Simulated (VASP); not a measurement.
# WC (Qusongite) (P-6m2) in VASP: a series of runs, part 2 of 2

VASP 6.6.1. Earlier steps stand in the parts before.

### Step 4. Single point, PBE

This run uses another cell than the first one, of 10.17 Å³/atom, 1.043 times its volume.

Input file INCAR:

```
SYSTEM = WC
PREC = Accurate ; ENCUT = 520
EDIFF = 1E-6 ; ISMEAR = -1
SIGMA = 0.15 ; LREAL = .FALSE.
LASPH = .TRUE. ; NELM = 80
ALGO = Normal ; ISIF = 2
LWAVE = .FALSE. ; LCHARG = .FALSE.
GGA = PE ; NBANDS = 16
```

Input file KPOINTS:

```
Automatic mesh
0
G
  11 11 10
  0 0 0
```

Input file POSCAR:

```
WC
1.0
    2.8869927008      0.0000000000      0.0000000000
   -1.4434963504      2.5002062024      0.0000000000
    0.0000000000      0.0000000000      2.8175618425
W C
1 1
Direct
    0.0000000000      0.0000000000      0.0000000000
    0.6666666667      0.3333333333      0.5000000000
```

Potentials or basis: VASP PAW PBE potentials, release 64 (W_sv, C).

The run is started by

```console
> cat potpaw_PBE.64/W_sv/POTCAR potpaw_PBE.64/C/POTCAR > POTCAR
> mpirun -np 1 vasp_std > vasp.out
```

OUTCAR:

```text
SYSTEM = WC
   PREC = Accurate
   ENCUT = 520
   EDIFF = 1E-6
   ISMEAR = -1
   LREAL = .FALSE.
   LASPH = .TRUE.
   NELM = 80
   ISIF = 2
   GGA = PE

 ion  position               nearest neighbor table
   1  0.000  0.000  0.000-   2 2.18   2 2.18   2 2.18   2 2.18   2 2.18   2 2.18
   2  0.667  0.333  0.500-   1 2.18   1 2.18   1 2.18   1 2.18   1 2.18   1 2.18

  LATTYP: Found a hexagonal cell.
 ALAT       =     2.8869927008
 C/A-ratio  =     0.9759504559

  Lattice vectors:

 A1 = (   2.8869927008,   0.0000000000,   0.0000000000)
 A2 = (  -1.4434963504,   2.5002062024,   0.0000000000)
 A3 = (   0.0000000000,   0.0000000000,   2.8175618425)

Analysis of symmetry for initial positions (statically):
=====================================================================
 Subroutine PRICEL returns:
 Original cell was already a primitive cell.

 Routine SETGRP: Setting up the symmetry group for a
 hexagonal supercell.

 Subroutine GETGRP returns: Found 12 space group operations
 (whereof 12 operations were pure point group operations)
 out of a pool of 24 trial point group operations.

The static configuration has the point symmetry D_3h.

Analysis of symmetry for dynamics (positions and initial velocities):
=====================================================================
 Subroutine PRICEL returns:
 Original cell was already a primitive cell.

 Routine SETGRP: Setting up the symmetry group for a
 hexagonal supercell.

 Subroutine GETGRP returns: Found 12 space group operations
 (whereof 12 operations were pure point group operations)
 out of a pool of 24 trial point group operations.

The dynamic configuration has the point symmetry D_3h.

 Subroutine INISYM returns: Found 12 space group operations
 (whereof 12 operations are pure point group operations),
 and found     1 'primitive' translations

----------------------------------------------------------------------------------------

                                     Primitive cell

  volume of cell :      20.3374

  direct lattice vectors                    reciprocal lattice vectors
     2.886992701  0.000000000  0.000000000     0.346381201  0.199983505  0.000000000
    -1.443496350  2.500206202  0.000000000     0.000000000  0.399967010  0.000000000
     0.000000000  0.000000000  2.817561842     0.000000000  0.000000000  0.354916788

  length of vectors
     2.886992701  2.886990261  2.817561842     0.399966672  0.399967010  0.354916788

  position of ions in fractional coordinates (direct lattice)
     0.000000000  0.000000000  0.000000000
     0.666666667  0.333333333  0.500000000

  ion indices of the primitive-cell ions
   primitive index   ion index
                 1           1
                 2           2

----------------------------------------------------------------------------------------

 KPOINTS: Automatic mesh

Automatic generation of k-mesh.
 Grid dimensions read from file:
 generate k-points for:   11   11   10

 Generating k-lattice:

  Cartesian coordinates                     Fractional coordinates (reciprocal lattice)
     0.031489200  0.018180319  0.000000000     0.090909091  0.000000000  0.000000000
     0.000000000  0.036360637  0.000000000     0.000000000  0.090909091  0.000000000
     0.000000000  0.000000000  0.035491679     0.000000000  0.000000000  0.100000000

  Length of vectors
     0.036360607  0.036360637  0.035491679

  Shift w.r.t. Gamma in fractional coordinates (k-lattice)
     0.000000000  0.000000000  0.000000000

 Subroutine IBZKPT returns following result:
 ===========================================

 Found     96 irreducible k-points:

 Following reciprocal coordinates:
            Coordinates               Weight
  0.000000  0.000000  0.000000      1.000000
  0.090909  0.000000  0.000000      6.000000
  0.181818  0.000000  0.000000      6.000000
  0.272727  0.000000  0.000000      6.000000
  0.363636  0.000000  0.000000      6.000000
  0.454545 -0.000000  0.000000      6.000000
[... 16 lines left out ...]
  0.090909  0.090909  0.100000     12.000000
  0.181818  0.090909  0.100000     24.000000
 [... further k-points ...]
   k-points           NKPTS =     96   k-points in BZ     NKDIM =     96   number of bands    NBANDS=     16
   number of dos      NEDOS =    301   number of ions     NIONS =      2
   total plane-waves  NPLWV =  13824
   dimension x,y,z NGX =    24 NGY =   24 NGZ =   24
   dimension x,y,z NGXF=    48 NGYF=   48 NGZF=   48
   ions per type =               1   1
   NGX,Y,Z   is equivalent  to a cutoff of  13.82, 13.82, 14.16 a.u.
   NGXF,Y,Z  is equivalent  to a cutoff of  27.64, 27.64, 28.32 a.u.
 SYSTEM =  WC
   PREC   = accura    normal or accurate (medium, high low for compatibility)
   ISTART =      0    job   : 0-new  1-cont  2-samecut
   ICHARG =      2    charge: 1-file 2-atom 10-const
   ISPIN  =      1    spin polarized calculation?
   LNONCOLLINEAR =      F non collinear calculations
   LSORBIT =      F    spin-orbit coupling
   LASPH  =      T    aspherical Exc in radial PAW
   ENCUT  =  520.0 eV  38.22 Ry    6.18 a.u.   5.37  5.37  5.24*2*pi/ulx,y,z
   NELM   =     80;   NELMIN=  2; NELMDL= -5     # of ELM steps
   EDIFF  = 0.1E-05   stopping-criterion for ELM
   LREAL  =      F    real-space projection
   EDIFFG = 0.1E-04   stopping-criterion for IOM
   NSW    =      0    number of steps for IOM
   IBRION =     -1    ionic relax: 0-MD 1-quasi-New 2-CG
   NFREE  =      0    steps in history (QN), initial steepest desc. (CG)
   ISIF   =      2    stress and relaxation
   ISYM   =      2    0-nonsym 1-usesym 2-fastsym
   POTIM  = 0.5000    time-step for ionic-motion
   TEBEG  =    0.0;   TEEND  =   0.0 temperature during run
   PSTRESS=    0.0 pullay stress
   NELECT =      18.0000    total number of electrons
   NUPDOWN=      -1.0000    fix difference up-down
   EMIN   =  10.00;   EMAX   =-10.00  energy-range for DOS
   EFERMI =   0.00;   METHOD = LEGACY
   ISMEAR =    -1;   SIGMA  =   0.15  broadening in eV -4-tet -1-fermi 0-gaus
   EFERMI_NEDOS =   21; number of points for ismear=-14 and -15
   IALGO  =     38    algorithm
   IMIX   =      4    mixing-type and parameters
     AMIX     =   0.40;   BMIX     =  1.00
     AMIX_MAG =   1.60;   BMIX_MAG =  1.00
  volume/ion in A,a.u.               =      10.17        68.62
  Fermi-wavevector in a.u.,A,eV,Ry     =   1.571812  2.970295 33.614470  2.470594
  Thomas-Fermi vector in A             =   2.673340
   LORBIT       =      0    0 simple, 1 ext, 2 COOP (PROOUT), +10 PAW based schemes
   GGA     = PE    functional components
   LHFCALC =     F    Hartree Fock is set to
   AEXX    =    0.0000 exact exchange contribution
   IVDW    =     0    specifies the selected vdW correction
   LEPSILON=     F    determine dielectric tensor
   LRPA    =     F    only Hartree local field effects (RPA)
 non-spin polarized calculation
  energy-cutoff  :      520.00
  volume of cell :       20.34
 maximum number of plane-waves:       574
 NGX is ok and might be reduce to    24
   NGX = 11   NGY = 11   NGZ = 11

 number of electron      18.0000001 magnetization

 Free energy of the ion-electron system (eV)
  ---------------------------------------------------
  ext. energy  EPLUGINS =         0.00000000
  ---------------------------------------------------
  free energy    TOTEN  =       -22.42443342 eV

  energy without entropy =      -22.40236466  energy(sigma->0) =      -22.41339904

 E-fermi :  11.4336     XC(G=0): -13.9125

 val. band max:       11.4150697947   @ k =   0.2727   0.2727   0.0000
 cond. band min:      11.4451693362   @ k =   0.0000   0.0000   0.1000
 fundamental gap:      0.0300995415
 Fermi energy:        11.4336115505

 k-point     1 :       0.0000    0.0000    0.0000
  band No.  band energies     occupation
      1     -62.5848      2.00000
      2     -26.5669      2.00000
      3     -26.4562      2.00000
      4     -26.4562      2.00000
      5      -3.2373      2.00000
      6       6.9424      2.00000
[... 8 lines left out ...]
     15      25.9218      0.00000
     16      28.2936      0.00000

 k-point     2 :       0.0909    0.0000    0.0000
  band No.  band energies     occupation
      1     -62.5798      2.00000
      2     -26.5574      2.00000
      3     -26.5297      2.00000
      4     -26.4728      2.00000
      5      -3.0153      2.00000
      6       6.9882      2.00000
[... 8 lines left out ...]
     15      25.5015      0.00000
     16      28.7580      0.00000
[... 387 lines left out ...]
      5      -2.3673      2.00000
      6       6.7914      2.00000
[... 8 lines left out ...]
     15      25.1018      0.00000
     16      29.1440      0.00000

 k-point    24 :       0.1818    0.0909    0.1000
  band No.  band energies     occupation
      1     -62.5504      2.00000
      2     -26.8576      2.00000
      3     -26.5868      2.00000
      4     -26.5619      2.00000
      5      -1.6450      2.00000
      6       6.0069      2.00000
[... 8 lines left out ...]
     15      25.0527      0.00000
     16      29.3977      0.00000

 [... further k-points ...]
[... 5 lines left out ...]
  --------------------------------------------------------------------------------------
  -------------------------------------------------------------------------------------
  Total        1.9402266      1.9402222      2.0277312      0.0000000      0.0000000      0.0000000
  in kB      152.8509227    152.8505783    159.7445315      0.0000000      0.0000000      0.0000000
  external PRESSURE =     155.1486775 kB  Pullay stress =       0.0000000 kB

 VOLUME and BASIS-vectors are now :
 -----------------------------------------------------------------------------
  energy-cutoff  :      520.00
  volume of cell :       20.34
      direct lattice vectors                 reciprocal lattice vectors
     2.886992701  0.000000000  0.000000000     0.346381201  0.199983505  0.000000000
    -1.443496350  2.500206202  0.000000000     0.000000000  0.399967010  0.000000000
     0.000000000  0.000000000  2.817561842     0.000000000  0.000000000  0.354916788

 POSITION                                       TOTAL-FORCE (eV/Angst)
 -----------------------------------------------------------------------------------
      0.00000      0.00000      0.00000        -0.000000      0.000000      0.000000
      1.44350      0.83340      1.40878         0.000000     -0.000000      0.000000
 -----------------------------------------------------------------------------------
    total drift:                                0.000000     -0.000011     -0.000000

  FREE ENERGIE OF THE ION-ELECTRON SYSTEM (eV)
  ---------------------------------------------------
  free  energy   TOTEN  =       -22.4244334246 eV

  energy  without entropy=      -22.4023646637  energy(sigma->0) =      -22.41339904
```

stdout:

```text
POSCAR found type information on POSCAR W C
 POSCAR found :  2 types and       2 ions
 scaLAPACK will be used
 LDA part: xc-table for (Slater+PW92), standard interpolation
 POSCAR, INCAR and KPOINTS ok, starting setup
 FFT: planning ... GRIDC
 FFT: planning ... GRID_SOFT
 FFT: planning ... GRID
 WAVECAR not read
 entering main loop
```

It took 16 s on 1 thread of Intel Xeon Platinum 8375C at 2.90GHz (Ice Lake), shared host; peak memory 0.16 GiB.

What came out:

```yaml
Free_energy: -22.4244 eV
Pressure: 15.5 GPa
Band_gap_on_the_k_mesh: zero (band 9 reaches 12.02 eV, above the bottom of band 10 at 10.77 eV)
```

Caveat: spin-orbit coupling is left out, which moves the levels of the heavy elements.

### Step 5. Overview

```tsv
cell	gap on the mesh (eV)	pressure (GPa)
a = 2.847, b = 2.847, c = 2.779 Å, angles 90.0, 90.0, 120.0°, 2 atoms	none	36.0
a = 2.867, b = 2.867, c = 2.798 Å, angles 90.0, 90.0, 120.0°, 2 atoms	none	25.2
a = 2.887, b = 2.887, c = 2.818 Å, angles 90.0, 90.0, 120.0°, 2 atoms	none	15.5
```

Alike in all rows: task single point; level PBE; potentials or basis VASP PAW PBE potentials, release 64 (W_sv, C); no spin polarisation; k mesh 11 × 11 × 10; cutoff (eV) 520; smearing fermi-dirac 0.15 eV.

Caveats: spin-orbit coupling is left out, which moves the levels of the heavy elements.

Total energies depend on the potentials used, so only differences within one code and one set of settings carry meaning.
